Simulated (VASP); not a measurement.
Wanted: the native input for a VASP 6.6.1 run.

```yaml
Task: single point
Functional: LDA
Potentials_or_basis: VASP PAW LDA potentials, release 64 (Hf_pv, N)
Cutoff: 520 eV
k_mesh: 13 × 13 × 9
Occupations: fermi-dirac, width 0.08 eV
Spin: no spin polarisation
Dipole_correction: no
Further_INCAR_settings: ALGO = Normal; EDIFF = 1e-06; NBANDS = 23
```

The structure of HfN (rocksalt type) lies in POSCAR:

```
HfN
1.0
    2.2340571336      2.2340571336      0.0000000000
   -2.2340571336      2.2340571336      0.0000000000
    0.0000000000      0.0000000000      4.4681142673
Hf N
2 2
Direct
    0.0000000000      0.0000000000      0.0000000000
    0.5000000000      0.5000000000      0.5000000000
    0.5000000000      0.5000000000      0.0000000000
    0.0000000000      0.0000000000      0.5000000000
```

These files were run (other wordings do the same):

INCAR

```
ALGO = Normal
EDIFF = 1E-6
ENCUT = 520
GGA = CA
ISIF = 2
ISMEAR = -1
LASPH = T
LCHARG = F
LREAL = F
LWAVE = F
NBANDS = 23
NELM = 80
PREC = Accurate
SIGMA = 0.08
```

KPOINTS

```
k-points
0
Gamma
  13 13 9
```

Potentials or basis: VASP PAW LDA potentials, release 64 (Hf_pv, N).

Command:

```console
$ cat potpaw_LDA.64/Hf_pv/POTCAR potpaw_LDA.64/N/POTCAR > POTCAR
$ mpirun -np 1 vasp_std > vasp.out
```

Results of the run:

```yaml
Pressure: -1.2 GPa
Band_gap_on_the_k_mesh: zero (band 15 reaches 11.58 eV, above the bottom of band 16 at 5.29 eV)
```

Caveat: spin-orbit coupling is left out, which moves the levels of the heavy elements.

It took 49 s on 1 thread of Intel(R) Xeon(R) Platinum 8488C (Sapphire Rapids), on a shared host, peak memory 0.23 GiB.
